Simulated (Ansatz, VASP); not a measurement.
TaSeF: VASP beside Ansatz

INCAR

```
SYSTEM = TaSeF
PREC = Accurate ; ENCUT = 520
EDIFF = 1E-6 ; ISMEAR = -1
SIGMA = 0.05 ; LREAL = .FALSE.
LASPH = .TRUE. ; NELM = 100
ALGO = Normal ; ISIF = 2
LWAVE = .FALSE. ; LCHARG = .FALSE.
LMAXMIX = 4 ; GGA = PE
```

Contents of KPOINTS:

```
Automatic mesh
0
G
  5 5 5
  0 0 0
```

The input POSCAR:

```
TaSeF
1.0
    3.6698000000      0.0000000000      0.0000000000
    0.0000000000      3.6698000000      0.0000000000
    0.0000000000      0.0000000000      4.1453100000
Ta Se F
1 1 1
Direct
    0.0000000000      0.0000000000      0.5000000000
    0.5000000000      0.5000000000      0.5000000000
    0.0000000000      0.0000000000      0.0000000000
```

Contents of KPOINTS_OPT:

```
path GXMGZRAZ,XR,MA
15
line-mode
reciprocal
 0.0000000000  0.0000000000  0.0000000000  G
 0.0000000000  0.5000000000  0.0000000000  X

 0.0000000000  0.5000000000  0.0000000000  X
 0.5000000000  0.5000000000  0.0000000000  M

 0.5000000000  0.5000000000  0.0000000000  M
 0.0000000000  0.0000000000  0.0000000000  G

 0.0000000000  0.0000000000  0.0000000000  G
 0.0000000000  0.0000000000  0.5000000000  Z

 0.0000000000  0.0000000000  0.5000000000  Z
 0.0000000000  0.5000000000  0.5000000000  R

 0.0000000000  0.5000000000  0.5000000000  R
 0.5000000000  0.5000000000  0.5000000000  A

 0.5000000000  0.5000000000  0.5000000000  A
 0.0000000000  0.0000000000  0.5000000000  Z

 0.0000000000  0.5000000000  0.0000000000  X
 0.0000000000  0.5000000000  0.5000000000  R

 0.5000000000  0.5000000000  0.0000000000  M
 0.5000000000  0.5000000000  0.5000000000  A
```

Contents of input.yaml:

```yaml
crystal:
  lattice:
    - [3.6698, 0.0, 0.0]
    - [0.0, 3.6698, 0.0]
    - [0.0, 0.0, 4.14531]
  atoms:
    - { symbol: Ta, position: [0.0, 0.0, 0.5] }
    - { symbol: Se, position: [0.5, 0.5, 0.5] }
    - { symbol: F, position: [0.0, 0.0, 0.0] }
hamiltonian:
  xc: pbe
  pseudopotentials: { kind: paw }
kpoints:
  mp_grid: { grid: [5, 5, 5] }
  band_path:
    path:
      - [[0.0, 0.0, 0.0], [0.0, 0.5, 0.0], [0.5, 0.5, 0.0], [0.0, 0.0, 0.0], [0.0, 0.0, 0.5], [0.0, 0.5, 0.5], [0.5, 0.5, 0.5], [0.0, 0.0, 0.5]]
      - [[0.0, 0.5, 0.0], [0.0, 0.5, 0.5]]
      - [[0.5, 0.5, 0.0], [0.5, 0.5, 0.5]]
    npoints: 14
scf:
  occupations: { method: fermi_dirac, width: 0.05 }
  n_extra_bands: 7
output:
  forces: true
  stress: true
  eigenvalues: true
  fatbands: false
```

Alike in both runs: task band structure; functional PBE; k mesh 5 × 5 × 5; occupations fermi-dirac, width 0.05 eV; no spin polarisation.

|  | VASP | Ansatz |
| --- | --- | --- |
| version | VASP 6.6.1 | Ansatz 0.2.0 |
| potentials or method | VASP PAW PBE potentials, release 64 (Ta_pv, Se, F) | Ansatz PAW |
| plane-wave cutoff (eV) | 520 | 420 |
| valence electrons in the cell | 24 | 36 |

Ansatz gave:

```
gap on the k mesh at the Fermi level (eV)                     : none
pressure (GPa)                                                : -0.2
traceless stress, the component that is largest in VASP (GPa) : 0.88
```

Q: Estimate VASP's values.

A: gap on the k mesh at the Fermi level (eV): none; pressure (GPa): 0.0; traceless stress, the component that is largest in VASP (GPa): 0.96.

A gap of «none» marks a metal or a gap that the smearing closes. VASP's potentials hold 24 valence electrons a cell and Ansatz's 36, so a difference there can come from the potentials and not from the codes.

Neither program's run includes spin-orbit coupling.
